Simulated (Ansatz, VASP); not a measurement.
## One calculation of Cu, two programs

Contents of INCAR:

```
PREC = Accurate
ENCUT = 520
EDIFF = 1E-8
ISMEAR = -1
SIGMA = 0.03
LREAL = False
LASPH = True
NELM = 60
ALGO = Normal
ISIF = 2
LWAVE = False
LCHARG = False
GGA = PS
LEFG = True
NBANDS = 12
```

File KPOINTS:

```
Automatic mesh
0
Gamma
  17 17 17
```

The input POSCAR:

```
Cu
1.0
    0.0361500000      1.8255750000      1.8255750000
    1.8255750000      0.0361500000      1.8255750000
    1.8255750000      1.8255750000      0.0361500000
Cu
1
Direct
    0.0000000000      0.0000000000      0.0000000000
```

Input for Ansatz:

```yaml
crystal:
  lattice:
    - [0.03615, 1.825575, 1.825575]
    - [1.825575, 0.03615, 1.825575]
    - [1.825575, 1.825575, 0.03615]
  atoms:
    - { symbol: Cu, position: [0.0, 0.0, 0.0] }
kpoints:
  mp_grid: { grid: [17, 17, 17] }
scf:
  occupations: { method: fermi_dirac, width: 0.03 }
hamiltonian:
  xc: pbesol
  pseudopotentials: { kind: all_electron, datasets: crystal }
output:
  forces: true
  stress: true
  eigenvalues: true
  efg: { contact_densities: true }
```

Change from the starting cell: equal xy, yz and zx shear strains of +2 %, crystal datasets.

Alike in both runs: task electric field gradients; functional PBEsol; k mesh 17 × 17 × 17; occupations fermi-dirac, width 0.03 eV; no spin polarisation.

```csv
,VASP,Ansatz
version,VASP 6.6.1,Ansatz 0.2.0
potentials or method,"VASP PAW PBE potentials, release 64 (Cu), cutoff 520 eV","all-electron PAW with datasets made for the crystal, scalar-relativistic"
```

```csv
,VASP,Ansatz,Ansatz less VASP
pressure (GPa),-5.7,-6.4,-0.69
"traceless stress, the component that is largest in VASP (GPa)",-1.52,-1.57,-0.055
size of Vzz on the site where it differs most (V/Å²),2.1,1.5,-0.54
```

VASP's potentials were made for PBE, not for PBEsol. Ansatz ran all-electron here, and VASP with PAW potentials.
